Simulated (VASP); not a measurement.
# VCrC2 (R-3m) in VASP: a series of runs

VCrC2 is run at these levels: PBE; tasks: single point.

All numbers are computed with VASP 6.6.1; they aren't measurements. Logs are shortened: lines on timing, memory, paths and dates and some standing lists are left out, and cuts for length are marked.

**1. The cell of the first run**

Symmetry: R-3m, No. 166, trigonal system. The conventional cell has a = 2.921 Å, b = 2.921 Å, c = 14.218 Å, α = 90.00°, β = 90.00°, γ = 120.00°. V (site symmetry -3m) has 6 C at 2.07 Å within 2.7 Å. Cr (site symmetry -3m) has 6 C at 2.05 Å within 2.7 Å. Within 2.7 Å of C (site symmetry 3m) lie 3 Cr at 2.05 Å and 3 V at 2.07 Å.

**2. Single point, PBE, collinear spin, ferromagnetic start**

File INCAR:

```
PREC = Accurate
ENCUT = 520
EDIFF = 1E-6
ISMEAR = -1
SIGMA = 0.15
LREAL = F
LASPH = T
NELM = 150
ALGO = Normal
ISIF = 2
LWAVE = F
LCHARG = F
ISPIN = 2
MAGMOM = 1.5 3 0 0
LORBIT = 11
LMAXMIX = 4
GGA = PE
NBANDS = 28
```

File KPOINTS:

```
regular mesh
0
Gamma
  10 10 10
```

File POSCAR:

```
VCrC2
1.0
    1.4606320400      0.8432963000      4.7393853200
   -1.4606320400      0.8432963000      4.7393853200
    0.0000000000     -1.6865926100      4.7393853200
V Cr C
1 1 2
Direct
    0.0000000000      0.0000000000      0.0000000000
    0.5000000000      0.5000000000      0.5000000000
    0.7512410000      0.7512410000      0.7512410000
    0.2487590000      0.2487590000      0.2487590000
```

Potentials or basis: VASP PAW PBE potentials, release 64 (V_sv, Cr_pv, C).

Launch:

```sh
> cat potpaw_PBE.64/V_sv/POTCAR potpaw_PBE.64/Cr_pv/POTCAR potpaw_PBE.64/C/POTCAR > POTCAR
> mpirun -np 1 vasp_std > vasp.out
```

OUTCAR:

```text
PREC = Accurate
   ENCUT = 520
   EDIFF = 1E-6
   ISMEAR = -1
   LREAL = F
   LASPH = T
   NELM = 150
   ISIF = 2
   ISPIN = 2
   LORBIT = 11
   GGA = PE

 ion  position               nearest neighbor table
   1  0.000  0.000  0.000-   3 2.07   3 2.07   4 2.07   4 2.07   3 2.07   4 2.07   2 2.91   2 2.91
                             2 2.91   2 2.91   2 2.91   2 2.91
   2  0.500  0.500  0.500-   4 2.05   4 2.05   3 2.05   3 2.05   4 2.05   3 2.05   1 2.91   1 2.91
                             1 2.91   1 2.91   1 2.91   1 2.91
   3  0.751  0.751  0.751-   2 2.05   2 2.05   2 2.05   1 2.07   1 2.07   1 2.07
   4  0.249  0.249  0.249-   2 2.05   2 2.05   2 2.05   1 2.07   1 2.07   1 2.07

  LATTYP: Found a trigonal (rhomboedric) cell.
 ALAT       =     5.0305434912
 COS(alpha) =     0.8313905830

  Lattice vectors:

 A1 = (   1.4606320400,   0.8432963000,   4.7393853200)
 A2 = (  -1.4606320400,   0.8432963000,   4.7393853200)
 A3 = (   0.0000000000,  -1.6865926100,   4.7393853200)

Analysis of symmetry for initial positions (statically):
=====================================================================
 Subroutine PRICEL returns:
 Original cell was already a primitive cell.

 Routine SETGRP: Setting up the symmetry group for a
 trigonal (rhombohedral) supercell.

 Subroutine GETGRP returns: Found 12 space group operations
 (whereof 12 operations were pure point group operations)
 out of a pool of 12 trial point group operations.

The static configuration has the point symmetry D_3d.

Analysis of symmetry for dynamics (positions and initial velocities):
=====================================================================
 Subroutine PRICEL returns:
 Original cell was already a primitive cell.

 Routine SETGRP: Setting up the symmetry group for a
 trigonal (rhombohedral) supercell.

 Subroutine GETGRP returns: Found 12 space group operations
 (whereof 12 operations were pure point group operations)
 out of a pool of 12 trial point group operations.

The dynamic configuration has the point symmetry D_3d.

Analysis of structural, dynamic, and magnetic symmetry:
=====================================================================
 Subroutine PRICEL returns:
 Original cell was already a primitive cell.

 Routine SETGRP: Setting up the symmetry group for a
 trigonal (rhombohedral) supercell.

 Subroutine GETGRP returns: Found 12 space group operations
 (whereof 12 operations were pure point group operations)
 out of a pool of 12 trial point group operations.

The overall configuration has the point symmetry D_3d.

 Subroutine INISYM returns: Found 12 space group operations
 (whereof 12 operations are pure point group operations),
 and found     1 'primitive' translations

[... 123 lines left out ...]
   GGA     = PE    functional components
   LHFCALC =     F    Hartree Fock is set to
   AEXX    =    0.0000 exact exchange contribution
   IVDW    =     0    specifies the selected vdW correction
   LEPSILON=     F    determine dielectric tensor
   LRPA    =     F    only Hartree local field effects (RPA)
 spin polarized calculation
  energy-cutoff  :      520.00
  volume of cell :       35.03
 maximum number of plane-waves:       966
 NGX is ok and might be reduce to    40
   NGX = 19   NGY = 19   NGZ = 19

 number of electron      32.9999997 magnetization      -0.0002880

 number of electron      32.9999997 magnetization       0.0010740

 Free energy of the ion-electron system (eV)
  ---------------------------------------------------
  ext. energy  EPLUGINS =         0.00000000
  ---------------------------------------------------
  free energy    TOTEN  =       -37.57257203 eV

  energy without entropy =      -37.31997600  energy(sigma->0) =      -37.44627402

 E-fermi :  11.0874     XC(G=0): -13.5662

 val. band max:       11.0688235482   @ k =  -0.4000   0.3000  -0.0000
 cond. band min:      11.0874227679   @ k =   0.4000   0.4000   0.3000
 fundamental gap:      0.0185992197
 Fermi energy:        11.0873550163

 spin component 1

 k-point     1 :       0.0000    0.0000    0.0000
  band No.  band energies     occupation
      1     -53.8781      1.00000
      2     -32.7017      1.00000
      3     -32.6041      1.00000
      4     -32.6041      1.00000
      5     -27.8055      1.00000
      6     -27.5537      1.00000
[... 733 lines left out ...]
     27      21.1410      0.00000
     28      23.7066      0.00000

 [... further k-points ...]

 spin component 2

 k-point     1 :       0.0000    0.0000    0.0000
  band No.  band energies     occupation
      1     -53.8783      1.00000
      2     -32.7004      1.00000
      3     -32.6027      1.00000
      4     -32.6027      1.00000
      5     -27.8058      1.00000
      6     -27.5539      1.00000
[... 733 lines left out ...]
     27      21.1411      0.00000
     28      23.7068      0.00000

 [... further k-points ...]
[... 5 lines left out ...]
  --------------------------------------------------------------------------------------
  -------------------------------------------------------------------------------------
  Total       -0.3383679     -0.3383679     -0.3723908      0.0000000      0.0000000      0.0000000
  in kB      -15.4776660    -15.4776661    -17.0339447      0.0000000      0.0000000      0.0000000
  external PRESSURE =     -15.9964256 kB  Pullay stress =       0.0000000 kB

 VOLUME and BASIS-vectors are now :
 -----------------------------------------------------------------------------
  energy-cutoff  :      520.00
  volume of cell :       35.03
      direct lattice vectors                 reciprocal lattice vectors
     1.460632040  0.843296300  4.739385320     0.342317563  0.197637137  0.070332609
    -1.460632040  0.843296300  4.739385320    -0.342317563  0.197637137  0.070332609
     0.000000000 -1.686592610  4.739385320     0.000000000 -0.395274273  0.070332608

 POSITION                                       TOTAL-FORCE (eV/Angst)
 -----------------------------------------------------------------------------------
      0.00000      0.00000      0.00000         0.000000      0.000000      0.000000
      0.00000     -0.00000      7.10908        -0.000000     -0.000000      0.000000
      0.00000     -0.00000     10.68126        -0.000000     -0.000000      0.021738
      0.00000     -0.00000      3.53689        -0.000000      0.000000     -0.021738
 -----------------------------------------------------------------------------------
    total drift:                                0.000000      0.000000     -0.000000

  FREE ENERGIE OF THE ION-ELECTRON SYSTEM (eV)
  ---------------------------------------------------
  free  energy   TOTEN  =       -37.5725720318 eV

  energy  without entropy=      -37.3199760044  energy(sigma->0) =      -37.44627402

 total charge

# of ion       s       p       d       tot
------------------------------------------
    1        2.264   6.326   3.181  11.771
    2        0.332   6.447   4.323  11.102
    3        0.894   1.525   0.000   2.419
    4        0.894   1.525   0.000   2.419
--------------------------------------------------
tot          4.385  15.822   7.504  27.711

 magnetization (x)

# of ion       s       p       d       tot
------------------------------------------
    1       -0.000  -0.000  -0.000  -0.000
    2        0.000   0.000   0.001   0.001
    3        0.000  -0.000   0.000  -0.000
    4        0.000  -0.000   0.000  -0.000
--------------------------------------------------
tot          0.000  -0.000   0.001   0.001
```

OSZICAR:

```text
N       E                     dE             d eps       ncg     rms          rms(c)
DAV:   1     0.343414906294E+03    0.34341E+03   -0.16896E+04 13024   0.134E+03
DAV:   2    -0.274946133568E+02   -0.37091E+03   -0.34934E+03 13180   0.420E+02
DAV:   3    -0.482649582782E+02   -0.20770E+02   -0.20125E+02 14308   0.103E+02
[... 16 lines left out ...]
DAV:  20    -0.375725891470E+02   -0.13522E-04   -0.66785E-04 14004   0.175E-01    0.581E-02
DAV:  21    -0.375725909379E+02   -0.17909E-05   -0.13208E-04 14616   0.708E-02    0.694E-02
DAV:  22    -0.375725699585E+02    0.20979E-04   -0.30579E-04 14400   0.124E-01    0.362E-02
DAV:  23    -0.375725717244E+02   -0.17659E-05   -0.11385E-04 15120   0.691E-02    0.137E-02
DAV:  24    -0.375725720302E+02   -0.30582E-06   -0.12229E-05 13464   0.279E-02    0.431E-03
DAV:  25    -0.375725720318E+02   -0.15780E-08   -0.10446E-06  7452   0.687E-03
   1 F= -.37572572E+02 E0= -.37446274E+02  d E =-.252596E+00  mag=     0.0004
```

It took 6.3 min on 1 thread of Intel Xeon 6975P-C (Granite Rapids), shared host; peak memory 0.41 GiB.

What came out:

* Free energy: -37.5726 eV
* Pressure: -1.6 GPa
* Largest force: 0.022 eV/Å
* Net moment: 0.00 μB per cell
* Valence electrons inside the program's atomic spheres: V 11.77; Cr 11.10; C 2.42

Forces in eV/Å, atoms in the order of the input:
```
V    0.000  0.000  0.000
Cr   0.000  0.000  0.000
C    0.000  0.000  0.022
C    0.000  0.000 -0.022
```

Stress tensor (GPa, compression positive):
```
-1.55  0.00  0.00
 0.00 -1.55  0.00
 0.00  0.00 -1.70
```

Levels at points of the mesh, in eV from the Fermi level:
Spin up:
| k point | band 12 | band 13 | band 14 | band 15 | band 16 | band 17 | band 18 | band 19 | band 20 | band 21 |
| --- | --- | --- | --- | --- | --- | --- | --- | --- | --- | --- |
| (0.00, 0.00, 0.00) | -4.64 | -1.42 | -1.42 | -1.35 | -0.49 | -0.49 | 0.74 | 0.74 | 0.94 | 0.94 |
| (0.50, 0.00, 0.00) | -4.65 | -4.56 | -3.61 | -3.46 | -0.52 | -0.07 | 0.38 | 1.24 | 1.33 | 2.16 |
| (0.50, 0.50, 0.00) | -4.62 | -4.56 | -3.50 | -1.25 | -1.17 | 0.25 | 0.55 | 0.56 | 1.16 | 1.44 |
| (0.50, 0.50, 0.50) | -3.56 | -3.56 | -3.21 | -3.21 | -0.71 | -0.71 | -0.03 | -0.03 | 1.12 | 1.61 |
Spin down:
| k point | band 14 | band 15 | band 16 | band 17 | band 18 | band 19 |
| --- | --- | --- | --- | --- | --- | --- |
| (0.00, 0.00, 0.00) | -1.42 | -1.35 | -0.49 | -0.49 | 0.74 | 0.74 |
| (0.50, 0.00, 0.00) | -3.60 | -3.46 | -0.52 | -0.07 | 0.39 | 1.24 |
| (0.50, 0.50, 0.00) | -3.50 | -1.25 | -1.17 | 0.25 | 0.55 | 0.57 |
| (0.50, 0.50, 0.50) | -3.21 | -3.21 | -0.71 | -0.71 | -0.03 | -0.03 |

Caveat: an empty level that is flat over the whole mesh can mark a ghost state of the potentials, or a narrow d or f band; the moments typed at the start vanished in this run.

**3. Single point, PBE, collinear spin, ferromagnetic start**

File INCAR:

```
SYSTEM = VCrC2
ALGO = Normal
EDIFF = 1E-6
ENCUT = 520
GGA = PE
ISIF = 2
ISMEAR = -1
ISPIN = 2
LASPH = .TRUE.
LCHARG = .FALSE.
LMAXMIX = 4
LORBIT = 11
LREAL = .FALSE.
LWAVE = .FALSE.
MAGMOM = 1.5 3 0 0
NBANDS = 28
NELM = 150
PREC = Accurate
SIGMA = 0.15
```

File KPOINTS:

```
k-points
0
G
  10 10 10
  0 0 0
```

POSCAR is that of step 2.

Potentials or basis: VASP PAW PBE potentials, release 64 (V_sv, Cr_pv, C).

Launch:

```sh
> cat potpaw_PBE.64/V_sv/POTCAR potpaw_PBE.64/Cr_pv/POTCAR potpaw_PBE.64/C/POTCAR > POTCAR
> mpirun -np 1 vasp_std > vasp.out
```

Run time: 6.9 min. Hardware: 1 thread of Intel Xeon 6975P-C (Granite Rapids), shared host; peak memory 0.41 GiB.

The run converged. Its results:

```
Free energy                                           : -37.5726 eV
Pressure                                              : -1.6 GPa
Largest force                                         : 0.022 eV/Å
Net moment                                            : 0.00 μB per cell
Valence electrons inside the program's atomic spheres : V 11.77; Cr 11.10; C 2.42
```

Forces on the atoms (eV/Å):
```
V    0.000  0.000  0.000
Cr   0.000  0.000  0.000
C    0.000  0.000  0.022
C    0.000  0.000 -0.022
```

Stress tensor (GPa, compression positive):
```
-1.55  0.00  0.00
 0.00 -1.55  0.00
 0.00  0.00 -1.70
```

Levels at points of the mesh, in eV from the Fermi level:
Spin up:
```
           k point  band 13  band 14  band 15  band 16  band 17  band 18  band 19  band 20
(0.00, 0.00, 0.00)    -1.42    -1.42    -1.35    -0.49    -0.49     0.74     0.74     0.94
(0.50, 0.00, 0.00)    -4.56    -3.61    -3.46    -0.52    -0.07     0.38     1.24     1.33
(0.50, 0.50, 0.00)    -4.56    -3.50    -1.25    -1.17     0.25     0.55     0.56     1.16
(0.50, 0.50, 0.50)    -3.56    -3.21    -3.21    -0.71    -0.71    -0.03    -0.03     1.12
```
Spin down:
```tsv
k point	band 14	band 15	band 16	band 17	band 18	band 19
(0.00, 0.00, 0.00)	-1.42	-1.35	-0.49	-0.49	0.74	0.74
(0.50, 0.00, 0.00)	-3.60	-3.46	-0.52	-0.07	0.39	1.24
(0.50, 0.50, 0.00)	-3.50	-1.25	-1.17	0.25	0.55	0.57
(0.50, 0.50, 0.50)	-3.21	-3.21	-0.71	-0.71	-0.03	-0.03
```

Caveat: an empty level that is flat over the whole mesh can mark a ghost state of the potentials, or a narrow d or f band; the moments typed at the start vanished in this run.
